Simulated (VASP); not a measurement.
# Li16C (a cell with a defect) in VASP: single point with PBEsol

Aim: the single point of Li16C (a cell with a defect) with PBEsol.

Everything below comes from runs of VASP 6.6.1. Logs are shortened: lines on timing, memory, paths and dates and some standing lists are left out, and cuts for length are marked.

## Step 1: The cell of the first run

The cell holds a defect, 17 atoms: a = 6.980 Å, b = 6.980 Å, c = 6.980 Å, α = 90.00°, β = 90.00°, γ = 90.00°.

## Step 2: Single point, PBEsol

File INCAR:

```
SYSTEM = Li16C
  ALGO = Normal
  EDIFF = 1E-6
  ENCUT = 520
  GGA = PS
  ISIF = 2
  ISMEAR = 0
  LASPH = .True.
  LCHARG = .False.
  LREAL = Auto
  LWAVE = .False.
  NBANDS = 40
  NELM = 80
  PREC = Accurate
  SIGMA = 0.1
```

File KPOINTS:

```
k-points
0
Gamma
  3 3 3
  0 0 0
```

File POSCAR:

```
Li16C
1.0
    6.9800000000      0.0000000000      0.0000000000
    0.0000000000      6.9800000000      0.0000000000
    0.0000000000      0.0000000000      6.9800000000
Li C
16 1
Direct
    0.0594925501     -0.0016624642      0.0795780802
    0.4435974212     -0.0000352436      0.0801093123
    0.0183939828      0.5018647564     -0.0348500000
   -0.0040722063      0.0002616046      0.4670836676
    0.2493876791      0.2831530086      0.2782160458
    0.4861167622      0.4999667622     -0.0328962751
    0.5063063037      0.0020202006      0.4651078797
    0.7556542980      0.2694409742      0.2330578797
   -0.0311803725      0.5007154728      0.5260343840
    0.2511491404      0.7152882521      0.2779636103
    0.2508861032      0.2176487106      0.6883160458
    0.5346438395      0.4984712034      0.5237153295
    0.7532908309      0.7317968481      0.2348872493
    0.7516353868      0.2123323782      0.7782005731
    0.2526283668      0.7852383954      0.6826339542
    0.7500353868      0.7885017192      0.7776064470
    0.2503782235     -0.0012283668      0.3273177650
```

Potentials or basis: VASP PAW PBE potentials, release 64 (Li_sv, C).

On the command line:

```sh
$ cat potpaw_PBE.64/Li_sv/POTCAR potpaw_PBE.64/C/POTCAR > POTCAR
$ mpirun -np 1 vasp_std > vasp.out
```

OUTCAR:

```text
SYSTEM = Li16C
   EDIFF = 1E-6
   ENCUT = 520
   GGA = PS
   ISIF = 2
   ISMEAR = 0
   LASPH = .True.
   LREAL = Auto
   NELM = 80
   PREC = Accurate

 ion  position               nearest neighbor table
   1  0.059  0.998  0.080-  17 2.18
   2  0.444  1.000  0.080-  17 2.19
   3  0.018  0.502  0.965-
   4  0.996  0.000  0.467-  17 2.03
   5  0.249  0.283  0.278-  17 2.01
   6  0.486  0.500  0.967-
   7  0.506  0.002  0.465-  17 2.03
   8  0.756  0.269  0.233-
   9  0.969  0.501  0.526-
  10  0.251  0.715  0.278-  17 2.01
  11  0.251  0.218  0.688-
  12  0.535  0.498  0.524-
  13  0.753  0.732  0.235-
  14  0.752  0.212  0.778-
  15  0.253  0.785  0.683-
  16  0.750  0.789  0.778-
  17  0.250  0.999  0.327-  10 2.01   5 2.01   4 2.03   7 2.03   1 2.18   2 2.19

  LATTYP: Found a simple cubic cell.
 ALAT       =     6.9800000000

  Lattice vectors:

 A1 = (   6.9800000000,   0.0000000000,   0.0000000000)
 A2 = (   0.0000000000,   6.9800000000,   0.0000000000)
 A3 = (   0.0000000000,   0.0000000000,   6.9800000000)

Analysis of symmetry for initial positions (statically):
=====================================================================
 Subroutine PRICEL returns:
 Original cell was already a primitive cell.

 Routine SETGRP: Setting up the symmetry group for a
 simple cubic supercell.

 Subroutine GETGRP returns: Found  1 space group operations
 (whereof  1 operations were pure point group operations)
 out of a pool of 48 trial point group operations.

The static configuration has the point symmetry C_1 .

Analysis of symmetry for dynamics (positions and initial velocities):
=====================================================================
 Subroutine PRICEL returns:
 Original cell was already a primitive cell.

 Routine SETGRP: Setting up the symmetry group for a
 simple cubic supercell.

 Subroutine GETGRP returns: Found  1 space group operations
 (whereof  1 operations were pure point group operations)
 out of a pool of 48 trial point group operations.

The dynamic configuration has the point symmetry C_1 .

 Subroutine INISYM returns: Found  1 space group operations
 (whereof  1 operations are pure point group operations),
 and found     1 'primitive' translations

----------------------------------------------------------------------------------------

                                     Primitive cell

  volume of cell :     340.0684

  direct lattice vectors                    reciprocal lattice vectors
     6.980000000  0.000000000  0.000000000     0.143266476  0.000000000  0.000000000
     0.000000000  6.980000000  0.000000000     0.000000000  0.143266476  0.000000000
     0.000000000  0.000000000  6.980000000     0.000000000  0.000000000  0.143266476

  length of vectors
     6.980000000  6.980000000  6.980000000     0.143266476  0.143266476  0.143266476

  position of ions in fractional coordinates (direct lattice)
     0.059492550  0.998337536  0.079578080
     0.443597421  0.999964756  0.080109312
     0.018393983  0.501864756  0.965150000
     0.995927794  0.000261605  0.467083668
     0.249387679  0.283153009  0.278216046
     0.486116762  0.499966762  0.967103725
[... 9 lines left out ...]
     0.750035387  0.788501719  0.777606447
     0.250378224  0.998771633  0.327317765

  ion indices of the primitive-cell ions
   primitive index   ion index
                 1           1
                 2           2
                 3           3
                 4           4
                 5           5
                 6           6
[... 9 lines left out ...]
                16          16
                17          17

----------------------------------------------------------------------------------------

 KPOINTS: k-points

Automatic generation of k-mesh.
 Grid dimensions read from file:
 generate k-points for:    3    3    3

 Generating k-lattice:

  Cartesian coordinates                     Fractional coordinates (reciprocal lattice)
     0.047755492  0.000000000  0.000000000     0.333333333  0.000000000  0.000000000
     0.000000000  0.047755492  0.000000000     0.000000000  0.333333333  0.000000000
     0.000000000  0.000000000  0.047755492     0.000000000  0.000000000  0.333333333

  Length of vectors
     0.047755492  0.047755492  0.047755492

  Shift w.r.t. Gamma in fractional coordinates (k-lattice)
     0.000000000  0.000000000  0.000000000

 Subroutine IBZKPT returns following result:
 ===========================================

 Found     14 irreducible k-points:

 Following reciprocal coordinates:
            Coordinates               Weight
  0.000000  0.000000  0.000000      1.000000
  0.333333  0.000000  0.000000      2.000000
  0.000000  0.333333  0.000000      2.000000
  0.000000  0.000000  0.333333      2.000000
  0.333333  0.333333  0.000000      2.000000
  0.000000  0.333333  0.333333      2.000000
  0.333333  0.000000  0.333333      2.000000
 -0.333333  0.333333  0.000000      2.000000
 -0.333333  0.000000  0.333333      2.000000
  0.000000 -0.333333  0.333333      2.000000
  0.333333  0.333333  0.333333      2.000000
 -0.333333  0.333333  0.333333      2.000000
 -0.333333 -0.333333  0.333333      2.000000
  0.333333 -0.333333  0.333333      2.000000
   k-points           NKPTS =     14   k-points in BZ     NKDIM =     14   number of bands    NBANDS=     40
   number of dos      NEDOS =    301   number of ions     NIONS =     17
   total plane-waves  NPLWV = 157464
   dimension x,y,z NGX =    54 NGY =   54 NGZ =   54
   dimension x,y,z NGXF=   108 NGYF=  108 NGZF=  108
   ions per type =              16   1
   NGX,Y,Z   is equivalent  to a cutoff of  12.86, 12.86, 12.86 a.u.
   NGXF,Y,Z  is equivalent  to a cutoff of  25.72, 25.72, 25.72 a.u.
 SYSTEM =  Li16C
   PREC   = accura    normal or accurate (medium, high low for compatibility)
   ISTART =      0    job   : 0-new  1-cont  2-samecut
   ICHARG =      2    charge: 1-file 2-atom 10-const
   ISPIN  =      1    spin polarized calculation?
   LNONCOLLINEAR =      F non collinear calculations
   LSORBIT =      F    spin-orbit coupling
   LASPH  =      T    aspherical Exc in radial PAW
   ENCUT  =  520.0 eV  38.22 Ry    6.18 a.u.  12.98 12.98 12.98*2*pi/ulx,y,z
   NELM   =     80;   NELMIN=  2; NELMDL= -5     # of ELM steps
   EDIFF  = 0.1E-05   stopping-criterion for ELM
   LREAL  =      T    real-space projection
   EDIFFG = 0.1E-04   stopping-criterion for IOM
   NSW    =      0    number of steps for IOM
   IBRION =     -1    ionic relax: 0-MD 1-quasi-New 2-CG
   NFREE  =      0    steps in history (QN), initial steepest desc. (CG)
   ISIF   =      2    stress and relaxation
   ISYM   =      2    0-nonsym 1-usesym 2-fastsym
   POTIM  = 0.5000    time-step for ionic-motion
   TEBEG  =    0.0;   TEEND  =   0.0 temperature during run
   PSTRESS=    0.0 pullay stress
   NELECT =      52.0000    total number of electrons
   NUPDOWN=      -1.0000    fix difference up-down
   EMIN   =  10.00;   EMAX   =-10.00  energy-range for DOS
   EFERMI =   0.00;   METHOD = LEGACY
   ISMEAR =     0;   SIGMA  =   0.10  broadening in eV -4-tet -1-fermi 0-gaus
   EFERMI_NEDOS =   21; number of points for ismear=-14 and -15
   IALGO  =     38    algorithm
   IMIX   =      4    mixing-type and parameters
     AMIX     =   0.40;   BMIX     =  1.00
     AMIX_MAG =   1.60;   BMIX_MAG =  1.00
  volume/ion in A,a.u.               =      20.00       134.99
  Fermi-wavevector in a.u.,A,eV,Ry     =   0.875428  1.654319 10.427158  0.766374
  Thomas-Fermi vector in A             =   1.995098
   LORBIT       =      0    0 simple, 1 ext, 2 COOP (PROOUT), +10 PAW based schemes
   GGA     = PS    functional components
   LHFCALC =     F    Hartree Fock is set to
   AEXX    =    0.0000 exact exchange contribution
   IVDW    =     0    specifies the selected vdW correction
   LEPSILON=     F    determine dielectric tensor
   LRPA    =     F    only Hartree local field effects (RPA)
 non-spin polarized calculation
 Gauss-broadening in eV      SIGMA  =   0.10
  energy-cutoff  :      520.00
  volume of cell :      340.07
 maximum number of plane-waves:      9180
 NGX is ok and might be reduce to    54
   NGX = 25   NGY = 25   NGZ = 25

 number of electron      51.9999991 magnetization

 Free energy of the ion-electron system (eV)
  ---------------------------------------------------
  ext. energy  EPLUGINS =         0.00000000
  ---------------------------------------------------
  free energy    TOTEN  =       -39.11410063 eV

  energy without entropy =      -39.05293882  energy(sigma->0) =      -39.08351973

 E-fermi :   0.3794     XC(G=0):  -7.0186

 val. band max:        0.3621470994   @ k =   0.3333  -0.3333   0.3333
 cond. band min:       0.4625511090   @ k =   0.0000   0.3333   0.0000
 fundamental gap:      0.1004040096
 Fermi energy:         0.3794150451

 k-point     1 :       0.0000    0.0000    0.0000
  band No.  band energies     occupation
      1     -45.6532      2.00000
      2     -45.6482      2.00000
      3     -45.6390      2.00000
      4     -45.6232      2.00000
      5     -45.5469      2.00000
      6     -45.5371      2.00000
[... 30 lines left out ...]
     37       3.8411      0.00000
     38       3.8888      0.00000

 k-point     2 :       0.3333    0.0000    0.0000
  band No.  band energies     occupation
      1     -45.6532      2.00000
      2     -45.6482      2.00000
      3     -45.6390      2.00000
      4     -45.6232      2.00000
      5     -45.5469      2.00000
      6     -45.5372      2.00000
[... 30 lines left out ...]
     37       3.7220      0.00000
     38       4.0431      0.00000
[... 449 lines left out ...]
     37       3.9384      0.00000
     38       4.2783      0.00000

 k-point    14 :       0.3333   -0.3333    0.3333
  band No.  band energies     occupation
      1     -45.6531      2.00000
      2     -45.6483      2.00000
      3     -45.6390      2.00000
      4     -45.6233      2.00000
      5     -45.5469      2.00000
      6     -45.5372      2.00000
[... 30 lines left out ...]
     37       3.9451      0.00000
     38       4.2952      0.00000
 [bands above 38 left out]

------------------------ aborting loop because EDIFF is reached ----------------------------------------

  FORCE on cell =-STRESS in cart. coord.  units (eV):
  Direction    XX          YY          ZZ          XY          YZ          ZX
  --------------------------------------------------------------------------------------
  -------------------------------------------------------------------------------------
  Total       -1.9801079     -1.0708616     -3.6422491     -0.0027945      0.0224582     -0.0147235
  in kB       -9.3289588     -5.0451914    -17.1598684     -0.0131659      0.1058082     -0.0693673
  external PRESSURE =     -10.5113395 kB  Pullay stress =       0.0000000 kB

 VOLUME and BASIS-vectors are now :
 -----------------------------------------------------------------------------
  energy-cutoff  :      520.00
  volume of cell :      340.07
      direct lattice vectors                 reciprocal lattice vectors
     6.980000000  0.000000000  0.000000000     0.143266476  0.000000000  0.000000000
     0.000000000  6.980000000  0.000000000     0.000000000  0.143266476  0.000000000
     0.000000000  0.000000000  6.980000000     0.000000000  0.000000000  0.143266476

 POSITION                                       TOTAL-FORCE (eV/Angst)
 -----------------------------------------------------------------------------------
      0.41526      6.96840      0.55545         0.004401      0.003610      0.013003
      3.09631      6.97975      0.55916        -0.003035      0.003544      0.018136
      0.12839      3.50302      6.73675         0.024265     -0.000048     -0.015787
      6.95158      0.00183      3.26024        -0.054797      0.003256      0.009422
      1.74073      1.97641      1.94195         0.004716      0.011329      0.006414
      3.39310      3.48977      6.75038        -0.027455      0.001825     -0.015965
[... 9 lines left out ...]
      5.23525      5.50374      5.42769         0.001589     -0.000584      0.016380
      1.74764      6.97143      2.28468         0.005485      0.001403      0.064161
 -----------------------------------------------------------------------------------
    total drift:                                0.013547      0.004352      0.002751

  FREE ENERGIE OF THE ION-ELECTRON SYSTEM (eV)
  ---------------------------------------------------
  free  energy   TOTEN  =       -39.1141006338 eV

  energy  without entropy=      -39.0529388214  energy(sigma->0) =      -39.08351973
```

It took 6.4 min on 1 thread of Intel Xeon Platinum 8488C (Sapphire Rapids), shared host; peak memory 0.42 GiB.

What came out:

```
Free energy            : -39.1141 eV
Largest force          : 0.064 eV/Å
Band gap on the k mesh : 0.01 eV
```

Forces in eV/Å, atoms in the order of the input:
```
Li   0.004  0.004  0.013
Li  -0.003  0.004  0.018
Li   0.024  0.000 -0.016
Li  -0.055  0.003  0.009
Li   0.005  0.011  0.006
Li  -0.027  0.002 -0.016
Li   0.056  0.001  0.013
Li  -0.004  0.015 -0.012
Li  -0.004  0.000 -0.005
Li   0.000 -0.028  0.007
Li   0.000 -0.030 -0.054
Li   0.000  0.002 -0.001
Li  -0.006 -0.015 -0.011
Li   0.002  0.001  0.014
Li   0.001  0.030 -0.047
Li   0.002 -0.001  0.016
C    0.005  0.001  0.064
```

Caveat: the cutoff is under 1.25 times the usual one of these potentials, so pressure, stress and relaxed cells hold a basis-set (Pulay) error; the smearing spreads over this small gap; the PAW data sets were made with another functional, which shifts forces and pressure a little.

The gap in the log of VASP goes by the Fermi energy; the results here count the filled bands.